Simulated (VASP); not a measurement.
**Sb: single point with PBE**

Sb:

```xyz
1
Lattice="-1.5501 1.5501 2.4800 1.5501 -1.5501 2.4800 1.5501 1.5501 -2.4800" Properties=species:S:1:pos:R:3 pbc="T T T"
Sb    0.0000    0.0000    0.0000
```

This cell differs from its parent crystal: equal xx and yy strain of +3 %.

```json
{
  "Program": "VASP 6.6.1",
  "Task": "single point",
  "Functional": "PBE",
  "Potentials or basis": "VASP PAW PBE potentials, release 64 (Sb)",
  "Cutoff": "520 eV",
  "k mesh": "19 × 19 × 19",
  "Occupations": "fermi-dirac, width 0.05 eV",
  "Spin": "no spin polarisation"
}
```

```json
{
 "Pressure": "11.7 GPa"
}
```

Stress tensor (GPa, compression positive):
```
11.61  0.00  0.00
 0.00 11.61  0.00
 0.00  0.00 11.93
```

Levels at points of the mesh, in eV from the Fermi level:
```csv
k point,band 1,band 2,band 3,band 4,band 5
"(0.00, 0.00, 0.00)",-13.98,6.11,6.26,6.26,9.93
```

Run time: 63 s on 1 thread of Intel(R) Xeon(R) 6975P-C (Granite Rapids), with other jobs on the host, peak memory 0.23 GiB.

Caveat: the cell differs from its parent crystal (equal xx and yy strain of +3 %); spin-orbit coupling is left out, which moves the levels of the heavy elements.
